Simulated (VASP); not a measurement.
# Be2BiSb2 (Immm) in VASP: further runs

The runs below take Be2BiSb2 through single point, relaxation of cell and atoms, with PBEsol.

Program: VASP 6.6.1. These are calculated values, not measurements. Logs are shortened: lines on timing, memory, paths and dates and some standing lists are left out, and cuts for length are marked.

## Step 1: The cell of the first run

Symmetry: Immm, No. 71, orthorhombic system. Conventional cell: a = 3.800 Å, b = 6.014 Å, c = 7.970 Å, α = 90.00°, β = 90.00°, γ = 90.00°. Within 3.9 Å of Be (site symmetry mm2) lie 6 Sb at 2.86 Å and 4 Bi at 2.94 to 3.48 Å and 7 Be at 3.49 to 3.80 Å. Sb (site symmetry m2m) has 1 Sb at 2.44 Å and 2 Bi at 2.61 Å and 6 Be at 2.86 Å within 3.2 Å. Bi (site symmetry mmm) has 4 Sb at 2.61 Å and 8 Be at 2.94 to 3.48 Å within 3.5 Å.

## Step 2: Single point, PBEsol

Contents of INCAR:

```
SYSTEM = Be2BiSb2
PREC     = Accurate       ! precision mode
ENCUT    = 520            ! plane-wave cutoff, eV
EDIFF    = 1E-7           ! SCF threshold, eV
ISMEAR   = 0              ! smearing method
SIGMA    = 0.1            ! smearing width, eV
LREAL    = .False.        ! projectors in reciprocal space
LASPH    = .True.         ! aspherical terms in the spheres
NELM     = 80             ! most SCF steps
ALGO     = Fast           ! electronic algorithm
ISIF     = 2              ! what is computed and relaxed
LWAVE    = .False.        ! write WAVECAR
LCHARG   = .False.        ! write CHGCAR
GGA      = PS             ! functional
NBANDS   = 22             ! bands
```

Contents of KPOINTS:

```
regular mesh
0
Gamma
  6 6 6
  0 0 0
```

Contents of POSCAR:

```
Be2BiSb2
1.0
   -1.9001327035      3.0072228826      3.9851575010
    1.9001327035     -3.0072228826      3.9851575010
    1.9001327035      3.0072228826     -3.9851575010
Be Sb Bi
2 2 1
Direct
    0.7191387499      0.2191387499      0.5000000000
    0.2808612501      0.7808612501      0.5000000000
    0.7030709111      0.5000000000      0.2030709111
    0.2969290889      0.5000000000      0.7969290889
    0.0000000000      0.0000000000      0.0000000000
```

Potentials or basis: VASP PAW PBE potentials, release 64 (Be, Sb, Bi_d).

Started as:

```sh
cat potpaw_PBE.64/Be/POTCAR potpaw_PBE.64/Sb/POTCAR potpaw_PBE.64/Bi_d/POTCAR > POTCAR
mpirun -np 1 vasp_std > vasp.out
```

OUTCAR:

```text
SYSTEM = Be2BiSb2
   PREC = Accurate
   ENCUT = 520
   EDIFF = 1E-7
   ISMEAR = 0
   LREAL = .False.
   LASPH = .True.
   NELM = 80
   ISIF = 2
   GGA = PS

 ion  position               nearest neighbor table
   1  0.719  0.219  0.500-   3 2.86   4 2.86   3 2.86   4 2.86   3 2.86   4 2.86   5 2.94   5 2.94

   2  0.281  0.781  0.500-   3 2.86   4 2.86   4 2.86   3 2.86   4 2.86   3 2.86   5 2.94   5 2.94

   3  0.703  0.500  0.203-   4 2.44   5 2.61   5 2.61   1 2.86   2 2.86   1 2.86   2 2.86   1 2.86
                             2 2.86   4 3.57
   4  0.297  0.500  0.797-   3 2.44   5 2.61   5 2.61   1 2.86   2 2.86   2 2.86   1 2.86   2 2.86
                             1 2.86   3 3.57
   5  0.000  0.000  0.000-   3 2.61   4 2.61   4 2.61   3 2.61   2 2.94   1 2.94   1 2.94   2 2.94

  LATTYP: Found a body centered orthorhombic cell.
 ALAT       =     3.8002654070
 B/A-ratio  =     1.5826383479
 C/A-ratio  =     2.0973048323

  Lattice vectors:

 A1 = (  -1.9001327035,   3.0072228826,   3.9851575010)
 A2 = (   1.9001327035,  -3.0072228826,   3.9851575010)
 A3 = (   1.9001327035,   3.0072228826,  -3.9851575010)

Analysis of symmetry for initial positions (statically):
=====================================================================
 Subroutine PRICEL returns:
 Original cell was already a primitive cell.

 Routine SETGRP: Setting up the symmetry group for a
 body centered orthorhombic supercell.

 Subroutine GETGRP returns: Found  8 space group operations
 (whereof  8 operations were pure point group operations)
 out of a pool of  8 trial point group operations.

The static configuration has the point symmetry D_2h.

Analysis of symmetry for dynamics (positions and initial velocities):
=====================================================================
 Subroutine PRICEL returns:
 Original cell was already a primitive cell.

 Routine SETGRP: Setting up the symmetry group for a
 body centered orthorhombic supercell.

 Subroutine GETGRP returns: Found  8 space group operations
 (whereof  8 operations were pure point group operations)
 out of a pool of  8 trial point group operations.

The dynamic configuration has the point symmetry D_2h.

 Subroutine INISYM returns: Found  8 space group operations
 (whereof  8 operations are pure point group operations),
 and found     1 'primitive' translations

----------------------------------------------------------------------------------------

                                     Primitive cell

  volume of cell :      91.0867

  direct lattice vectors                    reciprocal lattice vectors
    -1.900132703  3.007222883  3.985157501     0.000000000  0.166266359  0.125465556
     1.900132703 -3.007222883  3.985157501     0.263139516  0.000000000  0.125465556
     1.900132703  3.007222883 -3.985157501     0.263139516  0.166266359  0.000000000

  length of vectors
     5.341851183  5.341851183  5.341851183     0.208293322  0.291520172  0.311266617

  position of ions in fractional coordinates (direct lattice)
     0.719138750  0.219138750  0.500000000
     0.280861250  0.780861250  0.500000000
     0.703070911  0.500000000  0.203070911
     0.296929089  0.500000000  0.796929089
     0.000000000  0.000000000  0.000000000

  ion indices of the primitive-cell ions
   primitive index   ion index
                 1           1
                 2           2
                 3           3
                 4           4
                 5           5

----------------------------------------------------------------------------------------

 KPOINTS: regular mesh

Automatic generation of k-mesh.
 Grid dimensions read from file:
 generate k-points for:    6    6    6

 Generating k-lattice:

  Cartesian coordinates                     Fractional coordinates (reciprocal lattice)
     0.000000000  0.027711060  0.020910926     0.166666667  0.000000000 -0.000000000
     0.043856586  0.000000000  0.020910926     0.000000000  0.166666667 -0.000000000
     0.043856586  0.027711060  0.000000000     0.000000000 -0.000000000  0.166666667

  Length of vectors
     0.034715554  0.048586695  0.051877770

  Shift w.r.t. Gamma in fractional coordinates (k-lattice)
     0.000000000  0.000000000  0.000000000

 Subroutine IBZKPT returns following result:
 ===========================================

 Found     46 irreducible k-points:

 Following reciprocal coordinates:
            Coordinates               Weight
  0.000000  0.000000  0.000000      1.000000
  0.166667  0.000000  0.000000      4.000000
  0.333333 -0.000000  0.000000      4.000000
  0.500000  0.000000  0.000000      2.000000
  0.000000  0.166667  0.000000      4.000000
  0.166667  0.166667  0.000000      8.000000
[... 16 lines left out ...]
 -0.166667  0.166667  0.166667      2.000000
  0.166667  0.333333  0.166667      4.000000
 [... further k-points ...]
   k-points           NKPTS =     46   k-points in BZ     NKDIM =     46   number of bands    NBANDS=     22
   number of dos      NEDOS =    301   number of ions     NIONS =      5
   total plane-waves  NPLWV =  64000
   dimension x,y,z NGX =    40 NGY =   40 NGZ =   40
   dimension x,y,z NGXF=    80 NGYF=   80 NGZF=   80
   ions per type =               2   2   1
   NGX,Y,Z   is equivalent  to a cutoff of  12.45, 12.45, 12.45 a.u.
   NGXF,Y,Z  is equivalent  to a cutoff of  24.90, 24.90, 24.90 a.u.
 SYSTEM =  Be2BiSb2
   PREC   = accura    normal or accurate (medium, high low for compatibility)
   ISTART =      0    job   : 0-new  1-cont  2-samecut
   ICHARG =      2    charge: 1-file 2-atom 10-const
   ISPIN  =      1    spin polarized calculation?
   LNONCOLLINEAR =      F non collinear calculations
   LSORBIT =      F    spin-orbit coupling
   LASPH  =      T    aspherical Exc in radial PAW
   ENCUT  =  520.0 eV  38.22 Ry    6.18 a.u.   9.93  9.93  9.93*2*pi/ulx,y,z
   NELM   =     80;   NELMIN=  2; NELMDL= -5     # of ELM steps
   EDIFF  = 0.1E-06   stopping-criterion for ELM
   LREAL  =      F    real-space projection
   EDIFFG = 0.1E-05   stopping-criterion for IOM
   NSW    =      0    number of steps for IOM
   IBRION =     -1    ionic relax: 0-MD 1-quasi-New 2-CG
   NFREE  =      0    steps in history (QN), initial steepest desc. (CG)
   ISIF   =      2    stress and relaxation
   ISYM   =      2    0-nonsym 1-usesym 2-fastsym
   POTIM  = 0.5000    time-step for ionic-motion
   TEBEG  =    0.0;   TEEND  =   0.0 temperature during run
   PSTRESS=    0.0 pullay stress
   NELECT =      29.0000    total number of electrons
   NUPDOWN=      -1.0000    fix difference up-down
   EMIN   =  10.00;   EMAX   =-10.00  energy-range for DOS
   EFERMI =   0.00;   METHOD = LEGACY
   ISMEAR =     0;   SIGMA  =   0.10  broadening in eV -4-tet -1-fermi 0-gaus
   EFERMI_NEDOS =   21; number of points for ismear=-14 and -15
   IALGO  =     68    algorithm
   IMIX   =      4    mixing-type and parameters
     AMIX     =   0.40;   BMIX     =  1.00
     AMIX_MAG =   1.60;   BMIX_MAG =  1.00
  volume/ion in A,a.u.               =      18.22       122.94
  Fermi-wavevector in a.u.,A,eV,Ry     =   1.117864  2.112458 17.002126  1.249621
  Thomas-Fermi vector in A             =   2.254491
   LORBIT       =      0    0 simple, 1 ext, 2 COOP (PROOUT), +10 PAW based schemes
   GGA     = PS    functional components
   LHFCALC =     F    Hartree Fock is set to
   AEXX    =    0.0000 exact exchange contribution
   IVDW    =     0    specifies the selected vdW correction
   LEPSILON=     F    determine dielectric tensor
   LRPA    =     F    only Hartree local field effects (RPA)
 non-spin polarized calculation
 RMM-DIIS sequential band-by-band and
 Gauss-broadening in eV      SIGMA  =   0.10
  energy-cutoff  :      520.00
  volume of cell :       91.09
 maximum number of plane-waves:      2490
   NGX = 19   NGY = 19   NGZ = 19

 number of electron      29.0000002 magnetization

 Free energy of the ion-electron system (eV)
  ---------------------------------------------------
  ext. energy  EPLUGINS =         0.00000000
  ---------------------------------------------------
  free energy    TOTEN  =       -13.14041876 eV

  energy without entropy =      -13.13083394  energy(sigma->0) =      -13.13562635

 E-fermi :   9.8191     XC(G=0): -10.7859

 val. band max:        9.7839322971   @ k =   0.0000   0.1667   0.0000
 cond. band min:       9.8247526699   @ k =   0.3333  -0.3333   0.1667
 fundamental gap:      0.0408203728
 Fermi energy:         9.8191447872

 k-point     1 :       0.0000    0.0000    0.0000
  band No.  band energies     occupation
      1     -14.1426      2.00000
      2     -14.0424      2.00000
      3     -13.8390      2.00000
      4     -13.7955      2.00000
      5     -13.7802      2.00000
      6      -5.8976      2.00000
[... 14 lines left out ...]
     21      12.1540      0.00000
     22      15.5938      0.00000

 k-point     2 :       0.1667    0.0000    0.0000
  band No.  band energies     occupation
      1     -14.1430      2.00000
      2     -14.0424      2.00000
      3     -13.8390      2.00000
      4     -13.7954      2.00000
      5     -13.7798      2.00000
      6      -5.7752      2.00000
[... 14 lines left out ...]
     21      13.1668      0.00000
     22      16.5577      0.00000

 k-point     3 :       0.3333   -0.0000    0.0000
  band No.  band energies     occupation
      1     -14.1436      2.00000
      2     -14.0423      2.00000
      3     -13.8390      2.00000
      4     -13.7952      2.00000
      5     -13.7789      2.00000
      6      -5.4571      2.00000
[... 14 lines left out ...]
     21      14.1918      0.00000
     22      15.2301      0.00000
[... 476 lines left out ...]
 k-point    23 :      -0.1667    0.1667    0.1667
  band No.  band energies     occupation
      1     -14.2158      2.00000
      2     -13.9713      2.00000
      3     -13.8192      2.00000
      4     -13.8095      2.00000
      5     -13.7752      2.00000
      6      -4.7276      2.00000
[... 14 lines left out ...]
     21      15.2090      0.00000
     22      15.9760      0.00000

 k-point    24 :       0.1667    0.3333    0.1667
  band No.  band energies     occupation
      1     -14.2413      2.00000
      2     -13.9520      2.00000
      3     -13.8269      2.00000
      4     -13.7951      2.00000
      5     -13.7729      2.00000
      6      -3.0050      2.00000
[... 14 lines left out ...]
     21      15.1215      0.00000
     22      15.3239      0.00000

 [... further k-points ...]

------------------------ aborting loop because EDIFF is reached ----------------------------------------

  FORCE on cell =-STRESS in cart. coord.  units (eV):
  Direction    XX          YY          ZZ          XY          YZ          ZX
  --------------------------------------------------------------------------------------
  -------------------------------------------------------------------------------------
  Total       22.9448419     38.2309176     -1.1391538      0.0000000      0.0000000      0.0000000
  in kB      403.5902074    672.4659086    -20.0372414      0.0000000      0.0000000      0.0000000
  external PRESSURE =     352.0062915 kB  Pullay stress =       0.0000000 kB

 VOLUME and BASIS-vectors are now :
 -----------------------------------------------------------------------------
  energy-cutoff  :      520.00
  volume of cell :       91.09
      direct lattice vectors                 reciprocal lattice vectors
    -1.900132703  3.007222883  3.985157501     0.000000000  0.166266359  0.125465556
     1.900132703 -3.007222883  3.985157501     0.263139516  0.000000000  0.125465556
     1.900132703  3.007222883 -3.985157501     0.263139516  0.166266359  0.000000000

 POSITION                                       TOTAL-FORCE (eV/Angst)
 -----------------------------------------------------------------------------------
     -0.00000      3.00722      1.74660        -0.000000     -0.000000      0.003529
      1.90013     -0.00000      2.23855         0.000000     -0.000000     -0.003529
      0.00000      1.22136      3.98516         0.000000     -0.286740      0.000000
      1.90013      1.78586     -0.00000         0.000000      0.286740     -0.000000
      0.00000      0.00000      0.00000         0.000000     -0.000000     -0.000000
 -----------------------------------------------------------------------------------
    total drift:                               -0.000000     -0.000000      0.000000

  FREE ENERGIE OF THE ION-ELECTRON SYSTEM (eV)
  ---------------------------------------------------
  free  energy   TOTEN  =       -13.1404187617 eV

  energy  without entropy=      -13.1308339362  energy(sigma->0) =      -13.13562635
```

Wall time 1.9 min (1 thread of AMD EPYC 9R45 (Zen 5), shared host); peak memory 0.27 GiB.

What came out:

```yaml
Free_energy: -13.1404 eV
Pressure: 35.2 GPa
Largest_force: 0.287 eV/Å
Band_gap_on_the_k_mesh: zero (an odd number of electrons rules out a gap without spin polarisation)
```

Forces in eV/Å, atoms in the order of the input:
```
Be   0.000  0.000  0.004
Be   0.000  0.000 -0.004
Sb   0.000 -0.287  0.000
Sb   0.000  0.287  0.000
Bi   0.000  0.000  0.000
```

Stress tensor (GPa, compression positive):
```
40.36  0.00  0.00
 0.00 67.25  0.00
 0.00  0.00 -2.00
```

Levels at points of the mesh, in eV from the Fermi level:
```tsv
k point	band 13	band 14	band 15	band 16	band 17	band 18
(0.00, 0.00, 0.00)	-1.86	-1.10	0.44	0.77	1.41	1.67
(0.50, 0.00, 0.00)	-2.14	-0.43	0.33	1.22	2.69	2.93
(0.00, 0.50, 0.00)	-3.58	-1.27	-0.11	0.07	1.22	3.73
(0.50, 0.50, 0.00)	-1.51	-0.95	-0.31	-0.12	0.50	1.57
(0.50, 0.50, 0.50)	0.17	1.22	1.36	1.39	2.13	2.64
```

Caveat: the cell stands under pressure; the PAW data sets were made with another functional, which shifts forces and pressure a little; spin-orbit coupling is left out, which moves the levels of the heavy elements.

(Continued in part 2 of 2.)
